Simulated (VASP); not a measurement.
Sr, 1 atom in the cell. Symmetry: R-3m, No. 166, trigonal system. The conventional cell has a = 6.685 Å, b = 6.685 Å, c = 4.421 Å, α = 90.00°, β = 90.00°, γ = 120.00°. Within 5.4 Å of Sr (site symmetry -3m) lie 14 Sr at 4.13 to 4.86 Å.  This cell differs from its parent crystal: ratio of the length along [111] to the lengths across it x 1.08, volume and fractional coordinates fixed.

* Program: VASP 6.6.1
* Task: single point
* Functional: PBEsol
* Potentials or basis: VASP PAW PBE potentials, release 64 (Sr_sv)
* Cutoff: 520 eV
* k mesh: 16 × 16 × 16
* Occupations: gaussian, width 0.15 eV
* Spin: no spin polarisation
* Dipole correction: no
* Further INCAR settings: ALGO = Fast; EDIFF = 1e-07; NBANDS = 11

Potentials or basis: VASP PAW PBE potentials, release 64 (Sr_sv).

Launch:

```console
$ cat potpaw_PBE.64/Sr_sv/POTCAR > POTCAR
$ mpirun -np 1 vasp_std > vasp.out
```

Hardware: 1 thread of Intel(R) Xeon(R) 6975P-C (Granite Rapids) (shared host).

Estimate the wall time of this run.

It took 99 s on 1 thread of Intel(R) Xeon(R) 6975P-C (Granite Rapids), on a shared host, peak memory 0.38 GiB. Counts: scf iterations 15, k points 417.
